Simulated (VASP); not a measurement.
IrO:

```
Ir O
1.0
     0.00000    2.38474    2.38474
     2.38474    0.00000    2.38474
     2.38474    2.38474    0.00000
Ir O
1 1
Cartesian
  0.0000 0.0000 0.0000
  1.1924 1.1924 1.1924
```

Base run:

* Program: VASP 6.6.1
* Functional: PBE
* Potentials or basis: VASP PAW PBE potentials, release 64 (Ir_sv_GW, O)
* Cutoff: 600 eV
* k mesh: 16 × 16 × 16
* Occupations: gaussian, width 0.1 eV
* Spin: no spin polarisation

Its results: pressure -0.5 GPa.

Question: The run is repeated on the same cell with these changes: potentials or basis from VASP PAW PBE potentials, release 64 (Ir_sv_GW, O) to VASP PAW PBE potentials, release 64 (Ir, O); cutoff from 600 eV to 520 eV; further incar settings from ALGO = Normal; EDIFF = 1e-06; NBANDS = 18 to ALGO = Normal; EDIFF = 1e-06; NBANDS = 14; valence electrons from 23 to 15. What comes out?

Answer: Pressure 1.1 GPa.

Caveats: an odd number of electrons without spin polarisation forces a metal; a magnetic or distorted state may lie lower.
